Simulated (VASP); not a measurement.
Here is a VASP 6.6.1 calculation.

Contents of INCAR:

```
PREC     = Accurate       # precision mode
ENCUT    = 400            # plane-wave cutoff, eV
EDIFF    = 1E-6           # SCF threshold, eV
ISMEAR   = -1             # smearing method
SIGMA    = 0.05           # smearing width, eV
LREAL    = Auto         
LASPH    = True           # aspherical terms in the spheres
NELM     = 200            # most SCF steps
ALGO     = Normal         # electronic algorithm
ISIF     = 2              # what is computed and relaxed
LWAVE    = False          # write WAVECAR
LCHARG   = False          # write CHGCAR
ISPIN    = 2              # spin polarisation
MAGMOM   = 0 0 0 0.143 0 0 0 0.143 0.143 0 0 0 0 0 0 0 0 0 0.143 0 0.143 0 0 0 0 0 0 0 0 0 0 0 0 0 0 0.143 0.143 0 0 0 0 # initial moments
LORBIT   = 11             # projections on sites
GGA      = PS             # functional
NBANDS   = 206            # bands
ISYM     = -1           
GGA_COMPAT= False        
KPAR     = 1
```

File KPOINTS:

```
explicit points
1
Reciprocal
  0.25000000   0.25000000   0.25000000 1
```

Contents of POSCAR:

```
Cs8Sn8HI24
1.0
   12.3144620000      0.0000000000      0.0000000000
    0.0000000000     12.3144620000      0.0000000000
    0.0000000000      0.0000000000     12.3144620000
Cs H Sn I
8 1 8 24
Direct
    0.0400690000      0.9903000000      0.9997040000
    0.9721690000      0.9975240000      0.4981830000
    0.9944900000      0.4695500000      0.9995460000
    0.9908800000      0.4979660000      0.4998410000
    0.4947860000      0.9918690000      0.0002350000
    0.4715920000      0.0284270000      0.5004630000
    0.5010100000      0.5014870000      0.0008400000
    0.5303420000      0.5028250000      0.5004050000
    0.7621630000      0.5593490000      0.5013560000
    0.2347990000      0.2491300000      0.2508760000
    0.2349470000      0.2487130000      0.7496450000
    0.2369740000      0.7471730000      0.2507600000
    0.2365390000      0.7469590000      0.7487570000
    0.7349070000      0.2478510000      0.2497930000
    0.7352160000      0.2484050000      0.7504710000
    0.7366620000      0.7496130000      0.2472480000
    0.7364950000      0.7502930000      0.7523910000
    0.2575730000      0.2584630000      0.9998840000
    0.2076590000      0.2307840000      0.5003560000
    0.2453170000      0.7372750000      0.9998370000
    0.2267450000      0.7622660000      0.4998390000
    0.7080500000      0.2445420000      0.0005270000
    0.7602050000      0.2573330000      0.4999470000
    0.7235530000      0.7582570000      0.9999230000
    0.7462060000      0.7498920000      0.4996170000
    0.9850470000      0.2164050000      0.2252650000
    0.9848160000      0.2171670000      0.7737510000
    0.9860140000      0.7824230000      0.2429890000
    0.9856960000      0.7824420000      0.7565280000
    0.4841850000      0.2792100000      0.2750120000
    0.4846360000      0.2778220000      0.7258090000
    0.4868520000      0.7143490000      0.2560150000
    0.4866860000      0.7146510000      0.7433450000
    0.2693580000      0.9980300000      0.2387720000
    0.2695350000      0.9977650000      0.7624550000
    0.2007040000      0.4977930000      0.2542720000
    0.2012860000      0.4978110000      0.7452760000
    0.7010660000      0.9997010000      0.2650150000
    0.7005960000      0.9999460000      0.7361950000
    0.7658210000      0.4993210000      0.2416020000
    0.7646140000      0.4991710000      0.7602120000
```

Potentials or basis: VASP PAW PBE potentials, release 64 (Cs_sv, H, Sn_d, I).

Command:

```sh
$ cat potpaw_PBE.64/Cs_sv/POTCAR potpaw_PBE.64/H/POTCAR potpaw_PBE.64/Sn_d/POTCAR potpaw_PBE.64/I/POTCAR > POTCAR
$ mpirun -np 4 vasp_std > vasp.out
```

**Question.** Estimate the largest force.

**Answer.** 0.018 eV/Å.

**Question.** Estimate the band gap on the k mesh.

**Answer.** 1.50 eV.

**Question.** What does it give for the net moment?

**Answer.** 1.00 μB per cell.

**Question.** Predict the site moments.

**Answer.** Cs +0.00, +0.01 (each value once); H +0.27; Sn +0.00; I +0.00, -0.00, +0.01, +0.13 (each value once) μB.

Forces on the atoms (eV/Å):
```
Cs  -0.004  0.005  0.002
Cs   0.001  0.002  0.002
Cs   0.000 -0.004  0.001
Cs   0.011 -0.004  0.001
Cs   0.001 -0.005  0.000
Cs   0.001 -0.005  0.001
Cs   0.001  0.004 -0.003
Cs  -0.004  0.004  0.004
H   -0.011  0.007  0.002
Sn  -0.002  0.001  0.000
Sn   0.004  0.001  0.004
Sn  -0.004 -0.001  0.000
Sn   0.005 -0.004  0.002
Sn  -0.001 -0.004 -0.006
Sn  -0.007 -0.004  0.005
Sn   0.004  0.004 -0.002
Sn  -0.003  0.004  0.000
I   -0.001 -0.006  0.000
I    0.003  0.009  0.000
I    0.002  0.010  0.003
I    0.003 -0.005  0.001
I   -0.003  0.007  0.000
I    0.002  0.002  0.001
I    0.003 -0.003 -0.002
I   -0.003 -0.006  0.008
I    0.003  0.000 -0.004
I    0.003 -0.001  0.002
I    0.004 -0.002  0.004
I    0.003  0.001 -0.003
I   -0.001 -0.005 -0.004
I   -0.004  0.004 -0.001
I   -0.002 -0.001 -0.005
I    0.000 -0.004 -0.002
I   -0.002 -0.003 -0.008
I   -0.003  0.001  0.005
I   -0.002  0.001  0.010
I   -0.006  0.003 -0.017
I   -0.001 -0.001  0.004
I    0.005 -0.005 -0.005
I    0.000  0.000  0.000
I    0.004  0.003 -0.003
```

Caveat: the PAW data sets were made with another functional, which shifts forces and pressure a little; spin-orbit coupling is left out, which moves the levels of the heavy elements.
